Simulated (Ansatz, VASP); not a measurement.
## Two plane-wave programs on NaI

INCAR

```
PREC = Accurate
ENCUT = 520
EDIFF = 1E-8
ISMEAR = -1
SIGMA = 0.02
LREAL = F
LASPH = T
NELM = 80
ALGO = Normal
ISIF = 2
LWAVE = F
LCHARG = F
GGA = PE
LEFG = T
NBANDS = 14
```

The input KPOINTS:

```
Automatic mesh
0
Gamma
  8 8 8
```

POSCAR

```
NaI
1.0
    0.0000000000      3.2578337372      3.2578337372
    3.2578337372      0.0000000000      3.2578337372
    3.2578337372      3.2578337372      0.0000000000
Na I
1 1
Direct
    0.0000000000      0.0000000000      0.0000000000
    0.5000000000      0.5000000000      0.5000000000
```

Input for Ansatz:

```yaml
crystal:
  lattice:
    - [0.0, 3.2578337372, 3.2578337372]
    - [3.2578337372, 0.0, 3.2578337372]
    - [3.2578337372, 3.2578337372, 0.0]
  atoms:
    - { symbol: Na, position: [0.0, 0.0, 0.0] }
    - { symbol: I, position: [0.5, 0.5, 0.5] }
kpoints:
  mp_grid: { grid: [8, 8, 8] }
scf:
  occupations: { method: fermi_dirac, width: 0.02 }
hamiltonian:
  xc: pbe
  pseudopotentials: { kind: paw }
output:
  forces: true
  stress: true
  eigenvalues: true
  efg: { contact_densities: true }
```

Change from the starting cell: volume scaled by 1.02, PAW files.

Alike in both runs: task electric field gradients; functional PBE; k mesh 8 × 8 × 8; occupations fermi-dirac, width 0.02 eV; no spin polarisation.

|  | VASP | Ansatz |
| --- | --- | --- |
| version | VASP 6.6.1 | Ansatz 0.2.0 |
| potentials or method | VASP PAW PBE potentials, release 64 (Na_pv, I) | PAW with Ansatz's default frozen-core files, scalar-relativistic |
| plane-wave cutoff (eV) | 520 | 420 |
| valence electrons in the cell | 14 | 26 |

```tsv
	VASP	Ansatz	Ansatz less VASP
gap on the k mesh at the Fermi level (eV)	3.59	3.59	+0.003
pressure (GPa)	0.1	0.1	-0.01
```

VASP's potentials hold 14 valence electrons a cell and Ansatz's 26, so a difference there can come from the potentials and not from the codes.

Spin-orbit coupling is off throughout.
